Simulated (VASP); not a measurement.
# AlNi (Pm-3m) in VASP: a series of runs

The runs below take AlNi through electric field gradients, with PBEsol.

Everything below comes from runs of VASP 6.6.1. Logs are shortened: lines on timing, memory, paths and dates and some standing lists are left out, and cuts for length are marked.

### 1 The cell of the first run

It takes space group Pm-3m (No. 221, cubic). The conventional cell has a = 2.862 Å, b = 2.862 Å, c = 2.862 Å, α = 90.00°, β = 90.00°, γ = 90.00°. Within 3.3 Å of Al (site symmetry m-3m) lie 8 Ni at 2.48 Å and 6 Al at 2.86 Å. Within 3.3 Å of Ni (site symmetry m-3m) lie 8 Al at 2.48 Å and 6 Ni at 2.86 Å.

### 2 Electric field gradients, PBEsol, collinear spin, ferromagnetic start (volume scaled by 0.98)

Input file INCAR:

```
SYSTEM = AlNi
PREC = Accurate
ENCUT = 520
EDIFF = 1E-8
ISMEAR = -1
SIGMA = 0.05
LREAL = .False.
LASPH = .True.
NELM = 150
ALGO = Normal
ISIF = 2
LWAVE = .False.
LCHARG = .False.
ISPIN = 2
MAGMOM = 0 1.5
LORBIT = 11
LMAXMIX = 4
GGA = PS
LEFG = .True.
NBANDS = 18
```

Input file KPOINTS:

```
Automatic mesh
0
Gamma
  13 13 13
  0 0 0
```

Input file POSCAR:

```
AlNi
1.0
    2.8616638469      0.0000000000      0.0000000000
    0.0000000000      2.8616638469      0.0000000000
    0.0000000000      0.0000000000      2.8616638469
Al Ni
1 1
Direct
    0.0000000000      0.0000000000      0.0000000000
    0.5000000000      0.5000000000      0.5000000000
```

Potentials or basis: VASP PAW PBE potentials, release 64 (Al, Ni).

On the command line:

```
cat potpaw_PBE.64/Al/POTCAR potpaw_PBE.64/Ni/POTCAR > POTCAR
mpirun -np 1 vasp_std > vasp.out
```

OUTCAR:

```text
SYSTEM = AlNi
   PREC = Accurate
   ENCUT = 520
   EDIFF = 1E-8
   ISMEAR = -1
   LREAL = .False.
   LASPH = .True.
   NELM = 150
   ISIF = 2
   ISPIN = 2
   LORBIT = 11
   GGA = PS

 ion  position               nearest neighbor table
   1  0.000  0.000  0.000-   2 2.48   2 2.48   2 2.48   2 2.48   2 2.48   2 2.48   2 2.48   2 2.48

   2  0.500  0.500  0.500-   1 2.48   1 2.48   1 2.48   1 2.48   1 2.48   1 2.48   1 2.48   1 2.48

  LATTYP: Found a simple cubic cell.
 ALAT       =     2.8616638469

  Lattice vectors:

 A1 = (   2.8616638469,   0.0000000000,   0.0000000000)
 A2 = (   0.0000000000,   2.8616638469,   0.0000000000)
 A3 = (   0.0000000000,   0.0000000000,   2.8616638469)

Analysis of symmetry for initial positions (statically):
=====================================================================
 Subroutine PRICEL returns:
 Original cell was already a primitive cell.

 Routine SETGRP: Setting up the symmetry group for a
 simple cubic supercell.

 Subroutine GETGRP returns: Found 48 space group operations
 (whereof 48 operations were pure point group operations)
 out of a pool of 48 trial point group operations.

The static configuration has the point symmetry O_h .

Analysis of symmetry for dynamics (positions and initial velocities):
=====================================================================
 Subroutine PRICEL returns:
 Original cell was already a primitive cell.

 Routine SETGRP: Setting up the symmetry group for a
 simple cubic supercell.

 Subroutine GETGRP returns: Found 48 space group operations
 (whereof 48 operations were pure point group operations)
 out of a pool of 48 trial point group operations.

The dynamic configuration has the point symmetry O_h .

Analysis of structural, dynamic, and magnetic symmetry:
=====================================================================
 Subroutine PRICEL returns:
 Original cell was already a primitive cell.

 Routine SETGRP: Setting up the symmetry group for a
 simple cubic supercell.

 Subroutine GETGRP returns: Found 48 space group operations
 (whereof 48 operations were pure point group operations)
 out of a pool of 48 trial point group operations.

The overall configuration has the point symmetry O_h .

 Subroutine INISYM returns: Found 48 space group operations
 (whereof 48 operations are pure point group operations),
 and found     1 'primitive' translations

----------------------------------------------------------------------------------------

                                     Primitive cell

  volume of cell :      23.4345

  direct lattice vectors                    reciprocal lattice vectors
     2.861663847  0.000000000  0.000000000     0.349447054  0.000000000  0.000000000
     0.000000000  2.861663847  0.000000000     0.000000000  0.349447054  0.000000000
     0.000000000  0.000000000  2.861663847     0.000000000  0.000000000  0.349447054

  length of vectors
     2.861663847  2.861663847  2.861663847     0.349447054  0.349447054  0.349447054

  position of ions in fractional coordinates (direct lattice)
     0.000000000  0.000000000  0.000000000
     0.500000000  0.500000000  0.500000000

  ion indices of the primitive-cell ions
   primitive index   ion index
                 1           1
                 2           2

----------------------------------------------------------------------------------------

 KPOINTS: Automatic mesh

Automatic generation of k-mesh.
 Grid dimensions read from file:
 generate k-points for:   13   13   13

 Generating k-lattice:

  Cartesian coordinates                     Fractional coordinates (reciprocal lattice)
     0.026880543  0.000000000  0.000000000     0.076923077  0.000000000  0.000000000
     0.000000000  0.026880543  0.000000000     0.000000000  0.076923077  0.000000000
     0.000000000  0.000000000  0.026880543     0.000000000  0.000000000  0.076923077

  Length of vectors
     0.026880543  0.026880543  0.026880543

  Shift w.r.t. Gamma in fractional coordinates (k-lattice)
     0.000000000  0.000000000  0.000000000

 Subroutine IBZKPT returns following result:
 ===========================================

 Found     84 irreducible k-points:

 Following reciprocal coordinates:
            Coordinates               Weight
  0.000000  0.000000  0.000000      1.000000
  0.076923  0.000000  0.000000      6.000000
  0.153846  0.000000  0.000000      6.000000
  0.230769  0.000000  0.000000      6.000000
  0.307692  0.000000  0.000000      6.000000
  0.384615  0.000000  0.000000      6.000000
[... 16 lines left out ...]
  0.307692  0.307692  0.000000     12.000000
  0.384615  0.307692  0.000000     24.000000
 [... further k-points ...]
   k-points           NKPTS =     84   k-points in BZ     NKDIM =     84   number of bands    NBANDS=     18
   number of dos      NEDOS =    301   number of ions     NIONS =      2
   total plane-waves  NPLWV =  13824
   dimension x,y,z NGX =    24 NGY =   24 NGZ =   24
   dimension x,y,z NGXF=    48 NGYF=   48 NGZF=   48
   ions per type =               1   1
   NGX,Y,Z   is equivalent  to a cutoff of  13.94, 13.94, 13.94 a.u.
   NGXF,Y,Z  is equivalent  to a cutoff of  27.89, 27.89, 27.89 a.u.
 SYSTEM =  AlNi
   PREC   = accura    normal or accurate (medium, high low for compatibility)
   ISTART =      0    job   : 0-new  1-cont  2-samecut
   ICHARG =      2    charge: 1-file 2-atom 10-const
   ISPIN  =      2    spin polarized calculation?
   LNONCOLLINEAR =      F non collinear calculations
   LSORBIT =      F    spin-orbit coupling
   LASPH  =      T    aspherical Exc in radial PAW
   ENCUT  =  520.0 eV  38.22 Ry    6.18 a.u.   5.32  5.32  5.32*2*pi/ulx,y,z
   NELM   =    150;   NELMIN=  2; NELMDL= -5     # of ELM steps
   EDIFF  = 0.1E-07   stopping-criterion for ELM
   LREAL  =      F    real-space projection
   EDIFFG = 0.1E-06   stopping-criterion for IOM
   NSW    =      0    number of steps for IOM
   IBRION =     -1    ionic relax: 0-MD 1-quasi-New 2-CG
   NFREE  =      0    steps in history (QN), initial steepest desc. (CG)
   ISIF   =      2    stress and relaxation
   ISYM   =      2    0-nonsym 1-usesym 2-fastsym
   POTIM  = 0.5000    time-step for ionic-motion
   TEBEG  =    0.0;   TEEND  =   0.0 temperature during run
   PSTRESS=    0.0 pullay stress
   NELECT =      13.0000    total number of electrons
   NUPDOWN=      -1.0000    fix difference up-down
   EMIN   =  10.00;   EMAX   =-10.00  energy-range for DOS
   EFERMI =   0.00;   METHOD = LEGACY
   ISMEAR =    -1;   SIGMA  =   0.05  broadening in eV -4-tet -1-fermi 0-gaus
   EFERMI_NEDOS =   21; number of points for ismear=-14 and -15
   IALGO  =     38    algorithm
   IMIX   =      4    mixing-type and parameters
     AMIX     =   0.40;   BMIX     =  1.00
     AMIX_MAG =   1.60;   BMIX_MAG =  1.00
  volume/ion in A,a.u.               =      11.72        79.07
  Fermi-wavevector in a.u.,A,eV,Ry     =   1.345150  2.541965 24.618764  1.809428
  Thomas-Fermi vector in A             =   2.473086
   LORBIT       =     11    0 simple, 1 ext, 2 COOP (PROOUT), +10 PAW based schemes
   GGA     = PS    functional components
   LHFCALC =     F    Hartree Fock is set to
   AEXX    =    0.0000 exact exchange contribution
   IVDW    =     0    specifies the selected vdW correction
   LEPSILON=     F    determine dielectric tensor
   LRPA    =     F    only Hartree local field effects (RPA)
 spin polarized calculation
  energy-cutoff  :      520.00
  volume of cell :       23.43
 maximum number of plane-waves:       647
 NGX is ok and might be reduce to    24
   NGX = 11   NGY = 11   NGZ = 11

 number of electron      13.0000011 magnetization       0.0005359

 number of electron      13.0000011 magnetization      -0.0000005

 Free energy of the ion-electron system (eV)
  ---------------------------------------------------
  ext. energy  EPLUGINS =         0.00000000
  ---------------------------------------------------
  free energy    TOTEN  =       -11.59335541 eV

  energy without entropy =      -11.58873791  energy(sigma->0) =      -11.59104666

 E-fermi :  10.1492     XC(G=0): -12.2644

 val. band max:       10.1013486310   @ k =   0.3846   0.2308   0.1538
 cond. band min:      10.2090701467   @ k =   0.3846   0.3077   0.1538
 fundamental gap:      0.1077215157
 Fermi energy:        10.1491513463

 spin component 1

 k-point     1 :       0.0000    0.0000    0.0000
  band No.  band energies     occupation
      1      -1.1141      1.00000
      2       6.8314      1.00000
      3       6.8314      1.00000
      4       8.5828      1.00000
      5       8.5828      1.00000
      6       8.5828      1.00000
[... 10 lines left out ...]
     17      33.7285      0.00000
     18      33.7285      0.00000

 k-point     2 :       0.0769    0.0000    0.0000
  band No.  band energies     occupation
      1      -1.0035      1.00000
      2       6.8236      1.00000
      3       6.8578      1.00000
      4       8.5342      1.00000
      5       8.5342      1.00000
      6       8.5880      1.00000
[... 10 lines left out ...]
     17      33.8700      0.00000
     18      34.3765      0.00000
[... 442 lines left out ...]
 k-point    24 :       0.3846    0.3077    0.0000
  band No.  band energies     occupation
      1       3.0359      1.00000
      2       5.8946      1.00000
      3       7.1731      1.00000
      4       7.7280      1.00000
      5       8.0463      1.00000
      6       8.2084      1.00000
[... 10 lines left out ...]
     17      32.3391      0.00000
     18      35.2979      0.00000

 [... further k-points ...]

 spin component 2

 k-point     1 :       0.0000    0.0000    0.0000
  band No.  band energies     occupation
      1      -1.1141      1.00000
      2       6.8314      1.00000
      3       6.8314      1.00000
      4       8.5828      1.00000
      5       8.5828      1.00000
      6       8.5828      1.00000
[... 10 lines left out ...]
     17      33.7285      0.00000
     18      33.7285      0.00000

 k-point     2 :       0.0769    0.0000    0.0000
  band No.  band energies     occupation
      1      -1.0035      1.00000
      2       6.8236      1.00000
      3       6.8578      1.00000
      4       8.5342      1.00000
      5       8.5342      1.00000
      6       8.5880      1.00000
[... 10 lines left out ...]
     17      33.8700      0.00000
     18      34.3765      0.00000
[... 442 lines left out ...]
 k-point    24 :       0.3846    0.3077    0.0000
  band No.  band energies     occupation
      1       3.0359      1.00000
      2       5.8946      1.00000
      3       7.1731      1.00000
      4       7.7280      1.00000
      5       8.0463      1.00000
      6       8.2084      1.00000
[... 10 lines left out ...]
     17      32.3391      0.00000
     18      35.2979      0.00000

 [... further k-points ...]
[... 5 lines left out ...]
  --------------------------------------------------------------------------------------
  -------------------------------------------------------------------------------------
  Total        0.0229345      0.0229345      0.0229345     -0.0000000     -0.0000000      0.0000000
  in kB        1.5679956      1.5679956      1.5679956     -0.0000000     -0.0000000      0.0000000
  external PRESSURE =       1.5679956 kB  Pullay stress =       0.0000000 kB

 VOLUME and BASIS-vectors are now :
 -----------------------------------------------------------------------------
  energy-cutoff  :      520.00
  volume of cell :       23.43
      direct lattice vectors                 reciprocal lattice vectors
     2.861663847  0.000000000  0.000000000     0.349447054  0.000000000  0.000000000
     0.000000000  2.861663847  0.000000000     0.000000000  0.349447054  0.000000000
     0.000000000  0.000000000  2.861663847     0.000000000  0.000000000  0.349447054

 POSITION                                       TOTAL-FORCE (eV/Angst)
 -----------------------------------------------------------------------------------
      0.00000      0.00000      0.00000         0.000000      0.000000      0.000000
      1.43083      1.43083      1.43083         0.000000      0.000000      0.000000
 -----------------------------------------------------------------------------------
    total drift:                                0.000000      0.000000     -0.000000

  FREE ENERGIE OF THE ION-ELECTRON SYSTEM (eV)
  ---------------------------------------------------
  free  energy   TOTEN  =       -11.5933554105 eV

  energy  without entropy=      -11.5887379084  energy(sigma->0) =      -11.59104666

 Electric field gradients (V/A^2)
---------------------------------------------------------------------
 ion       V_xx      V_yy      V_zz      V_xy      V_xz      V_yz
---------------------------------------------------------------------
   1      -0.000    -0.000    -0.000     0.000     0.000     0.000
   2      -0.000    -0.000    -0.000     0.000     0.000     0.000
---------------------------------------------------------------------

 Electric field gradients after diagonalization (V/A^2)
 (convention: |V_zz| > |V_xx| > |V_yy|)
----------------------------------------------------------------------
 ion       V_xx      V_yy      V_zz     asymmetry (V_yy - V_xx)/ V_zz
----------------------------------------------------------------------
   1      -0.000    -0.000    -0.000      -0.071
   2      -0.000    -0.000    -0.000      -0.092
----------------------------------------------------------------------

           NMR quadrupolar parameters

 Cq : quadrupolar parameter    Cq=e*Q*V_zz/h
 eta: asymmetry parameters     (V_yy - V_xx)/ V_zz
 Q  : nuclear electric quadrupole moment in mb (millibarn)
----------------------------------------------------------------------
 ion       Cq(MHz)       eta       Q (mb)
----------------------------------------------------------------------
   1      -0.000      -0.071       1.000
   2      -0.000      -0.092       1.000
----------------------------------------------------------------------

 total charge

# of ion       s       p       d       tot
------------------------------------------
    1        0.385   0.421   0.000   0.806
    2        0.488   0.538   8.488   9.514
--------------------------------------------------
tot          0.873   0.959   8.488  10.320

 magnetization (x)

# of ion       s       p       d       tot
------------------------------------------
    1        0.000   0.000   0.000   0.000
    2       -0.000   0.000   0.000   0.000
--------------------------------------------------
tot          0.000   0.000   0.000   0.000
```

Run time: 31 s. Hardware: 1 thread of Intel Xeon Platinum 8559C (Emerald Rapids), shared host; peak memory 0.18 GiB.

Results:

```
Free energy                                           : -11.5934 eV
Pressure                                              : 0.2 GPa
Net moment                                            : 0.00 μB per cell
Valence electrons inside the program's atomic spheres : Al 0.81; Ni 9.51
```

Caveat: the starting moments collapsed, and a magnetic state may lie lower; without QUAD_EFG the Cq values of the log hold for a quadrupole moment of 1 mb, not for the nuclei; the PAW data sets were made with another functional, which shifts forces and pressure a little.

(Continued in part 2 of 2.)
